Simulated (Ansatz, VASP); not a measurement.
One calculation of EuO, two programs

INCAR

```
SYSTEM = EuO
PREC = Accurate
ENCUT = 600
EDIFF = 1E-6
ISMEAR = 0
SIGMA = 0.05
LREAL = .False.
LASPH = .True.
NELM = 200
ALGO = Normal
ISIF = 2
LWAVE = .False.
LCHARG = .False.
LMAXMIX = 6
LDAU = .True.
LDAUTYPE = 2
LDAUL = 3 -1
LDAUU = 2 0
LDAUJ = 0 0
LDAUPRINT = 1
GGA = CA
NBANDS = 18
GGA_COMPAT = .False.
```

KPOINTS

```
regular mesh
0
Gamma
  6 6 6
  0 0 0
```

File POSCAR:

```
EuO
1.0
    0.0000000000      2.5719519700      2.5719519700
    2.5719519700      0.0000000000      2.5719519700
    2.5719519700      2.5719519700      0.0000000000
Eu O
1 1
Direct
    0.5000000000      0.5000000000      0.5000000000
    0.0000000000      0.0000000000      0.0000000000
```

Input for Ansatz:

```yaml
crystal:
  lattice:
    - [0.0, 2.57195197, 2.57195197]
    - [2.57195197, 0.0, 2.57195197]
    - [2.57195197, 2.57195197, 0.0]
  atoms:
    - { symbol: Eu, position: [0.5, 0.5, 0.5] }
    - { symbol: O, position: [0.0, 0.0, 0.0] }
basis:
  ecutwfc: 420
  ecutrho_ratio: 4
kpoints:
  mp_grid: { grid: [6, 6, 6] }
hamiltonian:
  xc: lda
  hubbard: { sites: [{ site: 0, l: f, u_eff: 2.0 }] }
scf:
  occupations: { method: gaussian, width: 0.05 }
  lower_state_search: "off"
  max_iter: 150
output:
  forces: true
  stress: true
  eigenvalues: true
  populations: true
  hubbard: { sites: [{ site: 0, l: f }] }
```

Alike in both runs: task single point; functional LDA; k mesh 6 × 6 × 6; occupations gaussian, width 0.05 eV; no spin polarisation; Hubbard terms Eu f U = 2.0 eV.

|  | VASP | Ansatz |
| --- | --- | --- |
| version | VASP 6.6.1 | Ansatz 0.2.0 |
| potentials or method | VASP PAW PBE potentials, release 64 (Eu, O), cutoff 600 eV | scalar-relativistic, plane waves, PAW |
| valence electrons in the cell | 23 | 23 |

|  | VASP | Ansatz | Ansatz less VASP |
| --- | --- | --- | --- |
| gap on the k mesh at the Fermi level (eV) | none | none | - |
| pressure (GPa) | -20.1 | -20.2 | -0.02 |

VASP's potentials were made for PBE, not for LDA. LDA's correlation is that of Perdew and Zunger in VASP and of Perdew and Wang (1992) in Ansatz. The programs project onto different local orbitals, so the same U acts differently, and such runs can settle in different states. A gap of «none» marks a metal or a gap that the smearing closes. Ansatz's warnings: filled band counts differ across k points.

Neither program's run includes spin-orbit coupling.
